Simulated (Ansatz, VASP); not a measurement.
One calculation of Hf2Si3, two programs

```
Hf Si
1.0
     3.02640   -3.02683    0.00000
     3.02640    3.02683    0.00000
     0.00000    0.00000    5.51385
Hf Si
2 3
Direct
  0.00000 0.50000 0.00000
  0.50000 0.00000 0.00000
  0.00000 0.00000 0.29855
  0.00000 0.00000 0.70145
  0.50000 0.50000 0.50000
```

Alike in both runs: functional PBE; k mesh 4 × 4 × 4; occupations gaussian, width 0.1 eV; no spin polarisation.

Ansatz relaxed the structure, and its values are those at the end. VASP's run is a single point on that final structure, the one shown.

|  | VASP | Ansatz |
| --- | --- | --- |
| version | VASP 6.6.1 | Ansatz 0.2.0 |
| potentials or method | VASP PAW PBE potentials, release 64 (Hf_pv, Si), cutoff 520 eV | scalar-relativistic, plane waves, PAW |
| valence electrons in the cell | 32 | 64 |

```tsv
	VASP	Ansatz	Ansatz less VASP
gap on the k mesh at the Fermi level (eV)	none	none	-
pressure (GPa)	0.1	0.2	+0.13
```

A gap of «none» marks a metal or a gap that the smearing closes. With one functional, cell and mesh, what is left measures potentials, basis and numerics. VASP's potentials hold 32 valence electrons a cell and Ansatz's 64, so a difference there can come from the potentials and not from the codes.

The k mesh is coarse, so the values compare programs but aren't converged. Neither program's run includes spin-orbit coupling.
